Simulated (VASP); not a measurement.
The system is Cs2Cl.

```xyz
3
Lattice="2.8835 1.6648 4.7443 -2.8835 1.6648 4.7443 0.0000 -3.3296 4.7443" Properties=species:S:1:pos:R:3 pbc="T T T"
Cs    0.0000    0.0000    3.5405
Cs    0.0000    0.0000   10.6923
Cl    0.0000    0.0000    0.0000
```

* Program: VASP 6.6.1
* Task: relaxation of cell and atoms
* Functional: PBE
* Potentials or basis: VASP PAW PBE potentials, release 64 (Cs_sv, Cl)
* Cutoff: 600 eV
* k mesh: 12 × 12 × 12
* Occupations: gaussian, width 0.1 eV
* Spin: no spin polarisation

At the start: pressure 1.8 GPa; volume 45.55 Å³/atom.

**Question.** How do energy, volume and symmetry change on relaxing?

**Answer.** Over 10 steps the energy falls by 51.3 meV/atom and the volume is 56.61 Å³/atom (+24.3 %); space group Fm-3m (No. 225, to 0.05 Å).

Step by step:
| step | energy change (eV) | largest force (eV/Å) | pressure (GPa) | volume (Å³) |
| --- | --- | --- | --- | --- |
| 1 | 0.0000 | 0.0168 | 1.77 | 136.65 |
| 2 | -0.0873 | 0.0163 | 1.02 | 146.85 |
| 3 | -0.1499 | 0.0152 | 0.20 | 164.39 |
| 4 | -0.1536 | 0.0147 | 0.03 | 169.65 |
| 5 | -0.1537 | 0.0146 | 0.00 | 170.71 |
| 6 | -0.1537 | 0.0145 | -0.02 | 171.44 |
| 7 | -0.1538 | 0.0136 | -0.01 | 171.18 |
| 8 | -0.1539 | 0.0109 | 0.01 | 170.39 |
| 9 | -0.1539 | 0.0104 | 0.00 | 170.20 |
| 10 | -0.1538 | 0.0091 | 0.03 | 169.83 |

Final structure:
```
Cs Cl
1.0
     3.10310    1.79158    5.09136
    -3.10310    1.79158    5.09136
     0.00000   -3.58315    5.09136
Cs Cl
2 1
Cartesian
  0.0000 0.0000 3.8085
  0.0000 0.0000 11.4656
  0.0000 0.0000 15.2741
```

Caveat: the volume moved by over 15 % at a fixed basis, so the end points are rough; an odd number of electrons without spin polarisation forces a metal; a magnetic or distorted state may lie lower.
